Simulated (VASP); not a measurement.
Runs of VASP 6.6.1 on La. The structure is that of space group P6_3/mmc (No. 194), or close to it. The cells are those of the table. 

| cell | k mesh | gap on the mesh (eV) | pressure (GPa) |
| --- | --- | --- | --- |
| a = 3.860, b = 3.860, c = 6.183 Å, angles 90.0, 90.0, 120.0°, 2 atoms | 15 × 15 × 9 | none | 0.0 |
| a = 3.808, b = 3.808, c = 6.100 Å, angles 90.0, 90.0, 120.0°, 2 atoms | 11 × 11 × 6 | none | 1.0 |
| a = 3.911, b = 3.911, c = 6.264 Å, angles 90.0, 90.0, 120.0°, 2 atoms | 11 × 11 × 6 | none | -0.9 |
| a = 4.008, b = 4.008, c = 6.421 Å, angles 90.0, 90.0, 120.0°, 2 atoms | 11 × 11 × 6 | none | -2.3 |
| a = 3.960, b = 3.960, c = 6.344 Å, angles 90.0, 90.0, 120.0°, 2 atoms | 11 × 11 × 6 | none | (a) |
| a = 3.754, b = 3.754, c = 6.014 Å, angles 90.0, 90.0, 120.0°, 2 atoms | 11 × 11 × 6 | none | (b) |
| a = 3.860, b = 3.860, c = 6.183 Å, angles 90.0, 90.0, 120.0°, 2 atoms | 11 × 11 × 6 | none | 0.0 |
| a = 3.699, b = 3.699, c = 5.925 Å, angles 90.0, 90.0, 120.0°, 2 atoms | 11 × 11 × 6 | none | 3.5 |

Alike in all rows: task single point; level RPBE; potentials or basis VASP PAW PBE potentials, release 64 (La); no spin polarisation; cutoff (eV) 520; smearing fermi-dirac 0.1 eV.

Problem. Fill in the values left out.

Solution. (a) -1.7; (b) 2.2.

Caveats: the PAW data sets were made with another functional, which shifts forces and pressure a little; spin-orbit coupling is left out, which moves the levels of the heavy elements; the cell stands under pressure (at least some runs).

A k mesh can miss the band edges, and the runs leave out spin-orbit coupling on La.

A gap of «none» marks levels without a gap at the run's occupations.
